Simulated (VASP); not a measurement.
Crystal: Te.

```xyz
1
Lattice="0.0000 2.0237 2.0237 2.0237 0.0000 2.0237 2.0237 2.0237 0.0000" Properties=species:S:1:pos:R:3 pbc="T T T"
Te    0.0000    0.0000    0.0000
```

This isn't the form of Te at room conditions, which is trigonal, of chains.

- Program: VASP 6.6.1
- Task: relaxation of cell and atoms
- Functional: PBE
- Potentials or basis: VASP PAW PBE potentials, release 64 (Te)
- Cutoff: 600 eV
- k mesh: 14 × 14 × 14
- Occupations: fermi-dirac, width 0.05 eV
- Spin: no spin polarisation

At the start: pressure 101.2 GPa; volume 16.58 Å³/atom.

Problem. Where does the relaxation end?

Solution. Over 8 steps the energy falls by 2216.3 meV/atom and the volume is 28.18 Å³/atom (+70.0 %); space group Fm-3m (No. 225, to 0.1 Å) before and after.

The path:
```tsv
step	energy change (eV)	largest force (eV/Å)	pressure (GPa)	volume (Å³)
1	0.0000	0.0000	101.20	16.58
2	-1.0644	0.0000	-6.06	56.52
3	-2.2029	0.0000	-2.55	29.78
4	-2.2117	0.0000	-1.56	29.10
5	-2.2163	0.0000	0.09	28.13
6	-2.2160	0.0000	-0.41	28.40
7	-2.2163	0.0000	0.06	28.15
8	-2.2163	0.0000	0.00	28.18
```

Final structure:
```
CELL_PARAMETERS angstrom
0.00000 2.41530 2.41530
2.41530 0.00000 2.41530
2.41530 2.41530 0.00000
ATOMIC_POSITIONS crystal
Te 0.00000 0.00000 0.00000
```

Caveat: the volume moved by over 15 % at a fixed basis, so the end points are rough.
